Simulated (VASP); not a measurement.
Input of a VASP 6.6.1 run:

The input INCAR:

```
PREC     = Accurate       # precision mode
ENCUT    = 500            # plane-wave cutoff, eV
EDIFF    = 1E-7           # SCF threshold, eV
ISMEAR   = 0              # smearing method
SIGMA    = 0.1            # smearing width, eV
LREAL    = F              # projectors in reciprocal space
LASPH    = T              # aspherical terms in the spheres
NELM     = 120            # most SCF steps
ALGO     = Normal         # electronic algorithm
ISIF     = 3              # what is computed and relaxed
LWAVE    = F              # write WAVECAR
LCHARG   = F              # write CHGCAR
GGA      = PE             # functional
IBRION   = 2              # ionic algorithm
NSW      = 100            # ionic steps
EDIFFG   = -0.005         # ionic threshold
GGA_COMPAT= F            
NELMIN   = 4
```

File KPOINTS:

```
regular mesh
0
Gamma
  10 10 10
```

Contents of POSCAR:

```
HfSi2
1.0
    1.8527749106     -7.2693223321      0.0000000000
    1.8527749106      7.2693223321      0.0000000000
    0.0000000000      0.0000000000      3.6512288968
Hf Si
2 4
Direct
    0.8951299102      0.1048700898      0.7500000000
    0.1048700898      0.8951299102      0.2500000000
    0.5545916399      0.4454083601      0.7500000000
    0.4454083601      0.5545916399      0.2500000000
    0.2501190838      0.7498809162      0.7500000000
    0.7498809162      0.2501190838      0.2500000000
```

Potentials or basis: VASP PAW PBE potentials, release 64 (Hf_pv, Si).

The run is started by

```console
$ cat potpaw_PBE.64/Hf_pv/POTCAR potpaw_PBE.64/Si/POTCAR > POTCAR
$ mpirun -np 1 vasp_std > vasp.out
```

(1) What does it give for the band gap on the k mesh?

(2) What does it give for the space group after relaxing (to 0.05 Å)?

(3) Estimate the relaxed volume.

Answers

(1) zero (band 18 reaches 8.82 eV, above the bottom of band 19 at 7.91 eV).

(2) Cmcm (No. 63).

(3) 16.39 Å³/atom.

Caveat: spin-orbit coupling is left out, which moves the levels of the heavy elements.
